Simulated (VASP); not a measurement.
# Ca3AsP (Pm-3m) in VASP: further runs

Ca3AsP is run at these levels: PBE, LDA; tasks: single point.

Program: VASP 6.6.1. These are calculated values, not measurements. Logs are shortened: lines on timing, memory, paths and dates and some standing lists are left out, and cuts for length are marked.

## 1. The cell of the first run

The structure is cubic, space group Pm-3m (No. 221). Conventional cell: a = 5.334 Å, b = 5.334 Å, c = 5.334 Å, α = 90.00°, β = 90.00°, γ = 90.00°. Within 3.5 Å of Ca (site symmetry 4/mmm) lie 2 P at 2.67 Å. Within 3.5 Å of P (site symmetry m-3m) lie 6 Ca at 2.67 Å. Within 5.0 Å of As (site symmetry m-3m) lie 12 Ca at 3.77 Å and 8 P at 4.62 Å.

## 2. Single point, PBE

The input, INCAR:

```
SYSTEM = Ca3AsP
PREC = Accurate
ENCUT = 500
EDIFF = 1E-6
ISMEAR = -1
SIGMA = 0.025851999786435532
LREAL = .FALSE.
LASPH = .TRUE.
NELM = 120
ALGO = Normal
ISIF = 2
LWAVE = .FALSE.
LCHARG = .FALSE.
GGA = PE
NBANDS = 28
GGA_COMPAT = .FALSE.
```

The input, KPOINTS:

```
regular mesh
0
G
  4 4 4
  0 0 0
```

The input, POSCAR:

```
Ca3AsP
1.0
    5.3338990000      0.0000000000      0.0000000000
    0.0000000000      5.3338990000      0.0000000000
    0.0000000000      0.0000000000      5.3338990000
Ca P As
3 1 1
Direct
    0.0000000000      0.5000000000      0.5000000000
    0.5000000000      0.0000000000      0.5000000000
    0.5000000000      0.5000000000      0.0000000000
    0.5000000000      0.5000000000      0.5000000000
    0.0000000000      0.0000000000      0.0000000000
```

Potentials or basis: VASP PAW PBE potentials, release 64 (Ca_sv, P, As).

Started as:

```bash
$ cat potpaw_PBE.64/Ca_sv/POTCAR potpaw_PBE.64/P/POTCAR potpaw_PBE.64/As/POTCAR > POTCAR
$ mpirun -np 1 vasp_std > vasp.out
```

OUTCAR:

```text
SYSTEM = Ca3AsP
   PREC = Accurate
   ENCUT = 500
   EDIFF = 1E-6
   ISMEAR = -1
   LREAL = .FALSE.
   LASPH = .TRUE.
   NELM = 120
   ISIF = 2
   GGA = PE

 ion  position               nearest neighbor table
   1  0.000  0.500  0.500-   4 2.67   4 2.67
   2  0.500  0.000  0.500-   4 2.67   4 2.67
   3  0.500  0.500  0.000-   4 2.67   4 2.67
   4  0.500  0.500  0.500-   1 2.67   2 2.67   3 2.67   3 2.67   2 2.67   1 2.67
   5  0.000  0.000  0.000-

  LATTYP: Found a simple cubic cell.
 ALAT       =     5.3338990000

  Lattice vectors:

 A1 = (   5.3338990000,   0.0000000000,   0.0000000000)
 A2 = (   0.0000000000,   5.3338990000,   0.0000000000)
 A3 = (   0.0000000000,   0.0000000000,   5.3338990000)

Analysis of symmetry for initial positions (statically):
=====================================================================
 Subroutine PRICEL returns:
 Original cell was already a primitive cell.

 Routine SETGRP: Setting up the symmetry group for a
 simple cubic supercell.

 Subroutine GETGRP returns: Found 48 space group operations
 (whereof 48 operations were pure point group operations)
 out of a pool of 48 trial point group operations.

The static configuration has the point symmetry O_h .

Analysis of symmetry for dynamics (positions and initial velocities):
=====================================================================
 Subroutine PRICEL returns:
 Original cell was already a primitive cell.

 Routine SETGRP: Setting up the symmetry group for a
 simple cubic supercell.

 Subroutine GETGRP returns: Found 48 space group operations
 (whereof 48 operations were pure point group operations)
 out of a pool of 48 trial point group operations.

The dynamic configuration has the point symmetry O_h .

 Subroutine INISYM returns: Found 48 space group operations
 (whereof 48 operations are pure point group operations),
 and found     1 'primitive' translations

----------------------------------------------------------------------------------------

                                     Primitive cell

  volume of cell :     151.7520

  direct lattice vectors                    reciprocal lattice vectors
     5.333899000  0.000000000  0.000000000     0.187480115  0.000000000  0.000000000
     0.000000000  5.333899000  0.000000000     0.000000000  0.187480115  0.000000000
     0.000000000  0.000000000  5.333899000     0.000000000  0.000000000  0.187480115

  length of vectors
     5.333899000  5.333899000  5.333899000     0.187480115  0.187480115  0.187480115

  position of ions in fractional coordinates (direct lattice)
     0.000000000  0.500000000  0.500000000
     0.500000000  0.000000000  0.500000000
     0.500000000  0.500000000  0.000000000
     0.500000000  0.500000000  0.500000000
     0.000000000  0.000000000  0.000000000

  ion indices of the primitive-cell ions
   primitive index   ion index
                 1           1
                 2           2
                 3           3
                 4           4
                 5           5

----------------------------------------------------------------------------------------

 KPOINTS: regular mesh

Automatic generation of k-mesh.
 Grid dimensions read from file:
 generate k-points for:    4    4    4

 Generating k-lattice:

  Cartesian coordinates                     Fractional coordinates (reciprocal lattice)
     0.046870029  0.000000000  0.000000000     0.250000000  0.000000000  0.000000000
     0.000000000  0.046870029  0.000000000     0.000000000  0.250000000  0.000000000
     0.000000000  0.000000000  0.046870029     0.000000000  0.000000000  0.250000000

  Length of vectors
     0.046870029  0.046870029  0.046870029

  Shift w.r.t. Gamma in fractional coordinates (k-lattice)
     0.000000000  0.000000000  0.000000000

 Subroutine IBZKPT returns following result:
 ===========================================

 Found     10 irreducible k-points:

 Following reciprocal coordinates:
            Coordinates               Weight
  0.000000  0.000000  0.000000      1.000000
  0.250000  0.000000  0.000000      6.000000
  0.500000  0.000000  0.000000      3.000000
  0.250000  0.250000  0.000000     12.000000
  0.500000  0.250000  0.000000     12.000000
  0.500000  0.500000  0.000000      3.000000
  0.250000  0.250000  0.250000      8.000000
  0.500000  0.250000  0.250000     12.000000
  0.500000  0.500000  0.250000      6.000000
  0.500000  0.500000  0.500000      1.000000
   k-points           NKPTS =     10   k-points in BZ     NKDIM =     10   number of bands    NBANDS=     28
   number of dos      NEDOS =    301   number of ions     NIONS =      5
   total plane-waves  NPLWV =  64000
   dimension x,y,z NGX =    40 NGY =   40 NGZ =   40
   dimension x,y,z NGXF=    80 NGYF=   80 NGZF=   80
   ions per type =               3   1   1
   NGX,Y,Z   is equivalent  to a cutoff of  12.47, 12.47, 12.47 a.u.
   NGXF,Y,Z  is equivalent  to a cutoff of  24.93, 24.93, 24.93 a.u.
 SYSTEM =  Ca3AsP
   PREC   = accura    normal or accurate (medium, high low for compatibility)
   ISTART =      0    job   : 0-new  1-cont  2-samecut
   ICHARG =      2    charge: 1-file 2-atom 10-const
   ISPIN  =      1    spin polarized calculation?
   LNONCOLLINEAR =      F non collinear calculations
   LSORBIT =      F    spin-orbit coupling
   LASPH  =      T    aspherical Exc in radial PAW
   ENCUT  =  500.0 eV  36.75 Ry    6.06 a.u.   9.72  9.72  9.72*2*pi/ulx,y,z
   NELM   =    120;   NELMIN=  2; NELMDL= -5     # of ELM steps
   EDIFF  = 0.1E-05   stopping-criterion for ELM
   LREAL  =      F    real-space projection
   EDIFFG = 0.1E-04   stopping-criterion for IOM
   NSW    =      0    number of steps for IOM
   IBRION =     -1    ionic relax: 0-MD 1-quasi-New 2-CG
   NFREE  =      0    steps in history (QN), initial steepest desc. (CG)
   ISIF   =      2    stress and relaxation
   ISYM   =      2    0-nonsym 1-usesym 2-fastsym
   POTIM  = 0.5000    time-step for ionic-motion
   TEBEG  =    0.0;   TEEND  =   0.0 temperature during run
   PSTRESS=    0.0 pullay stress
   NELECT =      40.0000    total number of electrons
   NUPDOWN=      -1.0000    fix difference up-down
   EMIN   =  10.00;   EMAX   =-10.00  energy-range for DOS
   EFERMI =   0.00;   METHOD = LEGACY
   ISMEAR =    -1;   SIGMA  =   0.03  broadening in eV -4-tet -1-fermi 0-gaus
   EFERMI_NEDOS =   21; number of points for ismear=-14 and -15
   IALGO  =     38    algorithm
   IMIX   =      4    mixing-type and parameters
     AMIX     =   0.40;   BMIX     =  1.00
     AMIX_MAG =   1.60;   BMIX_MAG =  1.00
  volume/ion in A,a.u.               =      30.35       204.81
  Fermi-wavevector in a.u.,A,eV,Ry     =   1.049663  1.983576 14.990806  1.101793
  Thomas-Fermi vector in A             =   2.184635
   LORBIT       =      0    0 simple, 1 ext, 2 COOP (PROOUT), +10 PAW based schemes
   GGA     = PE    functional components
   LHFCALC =     F    Hartree Fock is set to
   AEXX    =    0.0000 exact exchange contribution
   IVDW    =     0    specifies the selected vdW correction
   LEPSILON=     F    determine dielectric tensor
   LRPA    =     F    only Hartree local field effects (RPA)
 non-spin polarized calculation
  energy-cutoff  :      500.00
  volume of cell :      151.75
 maximum number of plane-waves:      3900
 NGX is ok and might be reduce to    40
   NGX = 19   NGY = 19   NGZ = 19

 number of electron      39.9999982 magnetization

 Free energy of the ion-electron system (eV)
  ---------------------------------------------------
  ext. energy  EPLUGINS =         0.00000000
  ---------------------------------------------------
  free energy    TOTEN  =       -20.15296947 eV

  energy without entropy =      -20.15259768  energy(sigma->0) =      -20.15278358

 E-fermi :   2.7422     XC(G=0):  -8.4480

 val. band max:        2.6373419643   @ k =   0.0000   0.0000   0.0000
 cond. band min:       2.8177559521   @ k =   0.0000   0.0000   0.0000
 fundamental gap:      0.1804139878
 Fermi energy:         2.7422051328

 k-point     1 :       0.0000    0.0000    0.0000
  band No.  band energies     occupation
      1     -38.5077      2.00000
      2     -38.4826      2.00000
      3     -38.4826      2.00000
      4     -19.6127      2.00000
      5     -19.6127      2.00000
      6     -19.6127      2.00000
[... 20 lines left out ...]
     27       6.1960      0.00000
     28       6.1961      0.00000

 k-point     2 :       0.2500    0.0000    0.0000
  band No.  band energies     occupation
      1     -38.5044      2.00000
      2     -38.4858      2.00000
      3     -38.4826      2.00000
      4     -19.6008      2.00000
      5     -19.6008      2.00000
      6     -19.5965      2.00000
[... 20 lines left out ...]
     27       6.0556      0.00000
     28       6.2156      0.00000

 k-point     3 :       0.5000    0.0000    0.0000
  band No.  band energies     occupation
      1     -38.4993      2.00000
      2     -38.4908      2.00000
      3     -38.4826      2.00000
      4     -19.5841      2.00000
      5     -19.5841      2.00000
      6     -19.5696      2.00000
[... 20 lines left out ...]
     27       5.7725      0.00000
     28       6.1379      0.00000

 k-point     4 :       0.2500    0.2500    0.0000
  band No.  band energies     occupation
      1     -38.5016      2.00000
      2     -38.4867      2.00000
      3     -38.4844      2.00000
      4     -19.6111      2.00000
      5     -19.5889      2.00000
      6     -19.5738      2.00000
[... 144 lines left out ...]
     27       5.9619      0.00000
     28       6.1458      0.00000

 k-point     9 :       0.5000    0.5000    0.2500
  band No.  band energies     occupation
      1     -38.4908      2.00000
      2     -38.4907      2.00000
      3     -38.4907      2.00000
      4     -19.6509      2.00000
      5     -19.6152      2.00000
      6     -19.5974      2.00000
[... 20 lines left out ...]
     27       5.8243      0.00000
     28       6.4999      0.00000

 k-point    10 :       0.5000    0.5000    0.5000
  band No.  band energies     occupation
      1     -38.4907      2.00000
      2     -38.4907      2.00000
      3     -38.4907      2.00000
      4     -19.6879      2.00000
      5     -19.6149      2.00000
      6     -19.6149      2.00000
[... 20 lines left out ...]
     27       5.6134      0.00000
     28       6.7410      0.00000

------------------------ aborting loop because EDIFF is reached ----------------------------------------

  FORCE on cell =-STRESS in cart. coord.  units (eV):
  Direction    XX          YY          ZZ          XY          YZ          ZX
  --------------------------------------------------------------------------------------
  -------------------------------------------------------------------------------------
  Total        0.0079648      0.0079648      0.0079648     -0.0000000     -0.0000000     -0.0000000
  in kB        0.0840909      0.0840909      0.0840909     -0.0000000     -0.0000000     -0.0000000
  external PRESSURE =       0.0840909 kB  Pullay stress =       0.0000000 kB

 VOLUME and BASIS-vectors are now :
 -----------------------------------------------------------------------------
  energy-cutoff  :      500.00
  volume of cell :      151.75
      direct lattice vectors                 reciprocal lattice vectors
     5.333899000  0.000000000  0.000000000     0.187480115  0.000000000  0.000000000
     0.000000000  5.333899000  0.000000000     0.000000000  0.187480115  0.000000000
     0.000000000  0.000000000  5.333899000     0.000000000  0.000000000  0.187480115

 POSITION                                       TOTAL-FORCE (eV/Angst)
 -----------------------------------------------------------------------------------
      0.00000      2.66695      2.66695         0.000000      0.000000      0.000000
      2.66695      0.00000      2.66695         0.000000      0.000000      0.000000
      2.66695      2.66695      0.00000         0.000000      0.000000      0.000000
      2.66695      2.66695      2.66695         0.000000      0.000000      0.000000
      0.00000      0.00000      0.00000         0.000000      0.000000      0.000000
 -----------------------------------------------------------------------------------
    total drift:                               -0.000000     -0.000000     -0.000000

  FREE ENERGIE OF THE ION-ELECTRON SYSTEM (eV)
  ---------------------------------------------------
  free  energy   TOTEN  =       -20.1529694708 eV

  energy  without entropy=      -20.1525976847  energy(sigma->0) =      -20.15278358
```

Run time: 64 s. Hardware: 1 thread of Intel Xeon 8259CL, shared host; peak memory 0.25 GiB.

Results:

| Property | Result |
| --- | --- |
| Free energy | -20.1530 eV |
| Pressure | 0.0 GPa |
| Band gap on the k mesh | 0.18 eV |

## 3. Single point, LDA

The input, INCAR:

```
ALGO = Normal
EDIFF = 1E-6
ENCUT = 500
GGA = CA
GGA_COMPAT = False
ISIF = 2
ISMEAR = 0
LASPH = True
LCHARG = True
LELF = True
LREAL = False
LVHAR = True
LWAVE = False
NBANDS = 28
NELM = 120
PREC = Accurate
SIGMA = 0.1
```

The input, KPOINTS:

```
k-points
0
Gamma
  4 4 4
```

POSCAR is that of step 2.

Potentials or basis: VASP PAW LDA potentials, release 64 (Ca_sv, P, As).

Started as:

```bash
$ cat potpaw_LDA.64/Ca_sv/POTCAR potpaw_LDA.64/P/POTCAR potpaw_LDA.64/As/POTCAR > POTCAR
$ mpirun -np 1 vasp_std > vasp.out
```

Wall time 64 s (1 thread of Intel Xeon 8259CL, shared host); peak memory 0.21 GiB.

The run converged. Its results:

```
Free energy : -22.3463 eV
Pressure    : -2.7 GPa
```

Levels at points of the mesh, in eV from the Fermi level:
```
           k point  band 16  band 17  band 18  band 19  band 20  band 21  band 22  band 23  band 24  band 25
(0.00, 0.00, 0.00)    -1.77    -1.77    -0.06    -0.06    -0.06    -0.01     0.74     0.74     0.92     0.92
(0.50, 0.00, 0.00)    -2.15    -1.74    -1.74    -0.90    -0.90     1.18     1.33     1.64     2.46     2.46
(0.50, 0.50, 0.00)    -3.38    -1.94    -1.20    -1.20    -0.86     1.73     1.73     1.80     1.95     2.65
(0.50, 0.50, 0.50)    -3.27    -3.27    -1.46    -1.46    -1.46     2.00     2.00     2.00     2.27     2.77
```
